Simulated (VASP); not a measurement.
The system is InGaN.

```
In Ga N
1.0
     4.07602    0.00000    0.00000
     0.00000    4.07602    0.00000
     0.00000    0.00000    3.64886
In Ga N
1 1 1
Cartesian
  0.0000 0.0000 1.8244
  2.0380 2.0380 0.0000
  0.0000 0.0000 0.0000
```

The cell was generated, and may not be a known phase.

```yaml
Program: VASP 6.6.1
Task: relaxation of cell and atoms
Functional: PBE
Potentials_or_basis: VASP PAW PBE potentials, release 64 (In_d, Ga_d, N_h)
Cutoff: 1330 eV
k_mesh: 4 × 4 × 6
Occupations: gaussian, width 0.1 eV
Spin: no spin polarisation
```

At the start: pressure 12.2 GPa; volume 20.21 Å³/atom.

Question: How do energy, volume and symmetry change on relaxing?

Answer: Over 27 steps the energy falls by 837.4 meV/atom and the volume is 16.61 Å³/atom (-17.8 %); space group P4/mmm (No. 123, to 0.1 Å) before and after.

Step by step:
| step | energy change (eV) | largest force (eV/Å) | pressure (GPa) | volume (Å³) |
| --- | --- | --- | --- | --- |
| 1 | 0.0000 | 0.0000 | 12.25 | 60.62 |
| 2 | -0.3619 | 0.0000 | -7.12 | 74.12 |
| 3 | -0.6155 | 0.0000 | -2.82 | 67.27 |
| 4 | -0.6167 | 0.0000 | -2.49 | 67.03 |
| 5 | -0.6169 | 0.0000 | -2.24 | 66.89 |
| 6 | -0.6768 | 0.0000 | -2.20 | 64.46 |
| 7 | -0.8369 | 0.0000 | -0.60 | 58.30 |
| 8 | -1.1446 | 0.0000 | 10.10 | 46.73 |
| 9 | -1.0833 | 0.0000 | 20.16 | 42.28 |
| 10 | -1.1449 | 0.0000 | 12.53 | 45.44 |
| 11 | -1.1509 | 0.0000 | 12.87 | 45.28 |
| 12 | -1.1686 | 0.0000 | 13.69 | 44.79 |
| 13 | -1.2023 | 0.0000 | 15.34 | 43.81 |
| 14 | -1.2364 | 0.0000 | 19.52 | 41.86 |
| 15 | -1.2884 | 0.0000 | 18.91 | 41.90 |
| 16 | -1.4248 | 0.0000 | 17.47 | 42.01 |
| 17 | -1.6307 | 0.0000 | 15.58 | 42.17 |
| 18 | -1.9745 | 0.0000 | 14.96 | 42.26 |
| 19 | -1.8553 | 0.0000 | 28.09 | 41.60 |
| 20 | -2.1051 | 0.0000 | 18.11 | 42.09 |
| 21 | -2.0903 | 0.0000 | 20.03 | 41.98 |
| 22 | -2.3225 | 0.0000 | 11.76 | 44.36 |
| 23 | -2.4839 | 0.0000 | 1.30 | 48.50 |
| 24 | -2.4866 | 0.0000 | -0.04 | 49.13 |
| 25 | -2.4954 | 0.0000 | 0.01 | 49.27 |
| 26 | -2.5108 | 0.0000 | 0.18 | 49.66 |
| 27 | -2.5123 | 0.0000 | 0.25 | 49.82 |

Final structure:
```
CELL_PARAMETERS angstrom
2.93835 0.00000 0.00000
0.00000 2.93835 0.00000
0.00000 0.00000 5.77071
ATOMIC_POSITIONS crystal
In 0.00000 0.00000 0.50000
Ga 0.50000 0.50000 0.00000
N 0.00000 0.00000 0.00000
```

Caveat: the k points lie up to 0.53 Å⁻¹ apart in the final cell, too coarse for converged energies and pressures of a metal; the volume moved by over 15 % at a fixed basis, so the end points are rough.
